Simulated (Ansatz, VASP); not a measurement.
One calculation of HfS4, two programs

```xyz
5
Lattice="0.0000 3.6653 3.6653 3.6653 0.0000 3.6653 3.6653 3.6653 0.0000" Properties=species:S:1:pos:R:3 pbc="T T T"
Hf    3.6653    3.6653    3.6653
S     4.5835    6.4125    4.5835
S     6.4125    6.4125    6.4125
S     6.4125    4.5835    4.5835
S     4.5835    4.5835    6.4125
```

Alike in both runs: functional PBE; k mesh 10 × 10 × 10; occupations gaussian, width 0.1 eV; no spin polarisation.

Ansatz relaxed the structure, and its values are those at the end. VASP's run is a single point on that final structure, the one shown.

|  | VASP | Ansatz |
| --- | --- | --- |
| version | VASP 6.6.1 | Ansatz 0.2.0 |
| potentials or method | VASP PAW PBE potentials, release 64 (Hf_pv, S), cutoff 520 eV | scalar-relativistic, plane waves, PAW |
| valence electrons in the cell | 34 | 50 |

|  | VASP | Ansatz | Ansatz less VASP |
| --- | --- | --- | --- |
| gap on the k mesh at the Fermi level (eV) | none | none | - |
| pressure (GPa) | -0.3 | 0.0 | +0.35 |
| rms of the force components (eV/Å) | 0.006 | 0.000 | -0.0058 |

A gap of «none» marks a metal or a gap that the smearing closes. The functional is the same, so the differences come from potentials, cutoffs and numerics. VASP's potentials hold 34 valence electrons a cell and Ansatz's 50, so a difference there can come from the potentials and not from the codes.

Neither program's run includes spin-orbit coupling.
